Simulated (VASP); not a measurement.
Input of a VASP 6.6.1 run:

File INCAR:

```
SYSTEM = BaTe
  ALGO = Normal
  EDIFF = 1E-6
  ENCUT = 520
  GGA = PE
  ISIF = 2
  ISMEAR = 0
  LASPH = .True.
  LCHARG = .True.
  LELF = .True.
  LREAL = .False.
  LVHAR = .True.
  LWAVE = .False.
  NBANDS = 15
  NELM = 60
  PREC = Accurate
  SIGMA = 0.05
```

File KPOINTS:

```
k-points
0
Gamma
  4 4 4
  0 0 0
```

Contents of POSCAR:

```
BaTe
1.0
    0.0000000000      3.4099993980      3.4099993980
    3.4099993980      0.0000000000      3.4099993980
    3.4099993980      3.4099993980      0.0000000000
Ba Te
1 1
Direct
    0.5000000000      0.5000000000      0.5000000000
    0.0000000000      0.0000000000      0.0000000000
```

Potentials or basis: VASP PAW PBE potentials, release 64 (Ba_sv, Te).

Launch:

```bash
$ cat potpaw_PBE.64/Ba_sv/POTCAR potpaw_PBE.64/Te/POTCAR > POTCAR
$ mpirun -np 1 vasp_std > vasp.out
```

Q: Predict the band gap on the k mesh.

A: 1.32 eV, indirect (least direct gap 1.70 eV).

Q: What does it give for the pressure?

A: 4.3 GPa.

Caveat: spin-orbit coupling is left out, which moves the levels of the heavy elements. A k mesh can miss the band edges.
